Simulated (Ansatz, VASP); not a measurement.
# One calculation of MgSiN, two programs

File INCAR:

```
SYSTEM = MgSiN
ALGO = Normal ; EDIFF = 1E-6
EDIFFG = -0.01 ; ENCUT = 600
GGA = PE ; IBRION = 2
ISIF = 3 ; ISMEAR = 0
LASPH = .TRUE. ; LCHARG = .FALSE.
LREAL = .FALSE. ; LWAVE = .FALSE.
NELM = 100 ; NSW = 100
PREC = Accurate ; SIGMA = 0.1
```

Contents of KPOINTS:

```
k-points
0
G
  14 14 14
  0 0 0
```

POSCAR

```
MgSiN
1.0
    3.3880826600      0.0000000000      0.0000000000
    0.0000000000      3.3880826600      0.0000000000
    0.0000000000      0.0000000000      3.4577454900
Mg Si N
1 1 1
Direct
    0.0000000000      0.0000000000      0.0000000000
    0.5000000000      0.5000000000      0.5000000000
    0.5000000000      0.5000000000      0.0000000000
```

Input for Ansatz:

```yaml
crystal:
  lattice:
    - [3.38808266, 0.0, 0.0]
    - [0.0, 3.38808266, 0.0]
    - [0.0, 0.0, 3.45774549]
  atoms:
    - { symbol: Mg, position: [0.0, 0.0, 0.0] }
    - { symbol: Si, position: [0.5, 0.5, 0.5] }
    - { symbol: "N", position: [0.5, 0.5, 0.0] }
basis:
  ecutwfc: 420
kpoints:
  mp_grid: { grid: [14, 14, 14] }
hamiltonian:
  xc: pbe
scf:
  occupations: { method: gaussian, width: 0.1 }
output:
  forces: true
  stress: true
  eigenvalues: true
relax:
  adjacent_minimum: "off"
  f_tol: 0.01
  max_steps: 80
  cell: { stress_tol: 0.05 }
```

Change from the starting cell: species swapped into the HoCoC type (P4/mmm, No. 123).

Alike in both runs: task relaxation of cell and atoms; functional PBE; k mesh 14 × 14 × 14; occupations gaussian, width 0.1 eV; no spin polarisation.

|  | VASP | Ansatz |
| --- | --- | --- |
| version | VASP 6.6.1 | Ansatz 0.2.0 |
| potentials or method | VASP PAW PBE potentials, release 64 (Mg, Si, N), cutoff 600 eV | scalar-relativistic, plane waves, PAW |
| valence electrons in the cell | 11 | 19 |

Ansatz gave:

| Item | Value |
| --- | --- |
| gap on the k mesh at the Fermi level, each at its own relaxed structure (eV) | none |
| relaxed volume (Å³/atom) | 11.99 |
| relaxed length of the cell vector where the two differ most in proportion (Å) | 3.068 |

Problem. Estimate VASP's values.

Solution. gap on the k mesh at the Fermi level, each at its own relaxed structure (eV): none; relaxed volume (Å³/atom): 11.95; relaxed length of the cell vector where the two differ most in proportion (Å): 3.062.

A gap of «none» marks a metal or a gap that the smearing closes. VASP's potentials hold 11 valence electrons a cell and Ansatz's 19, so a difference there can come from the potentials and not from the codes.
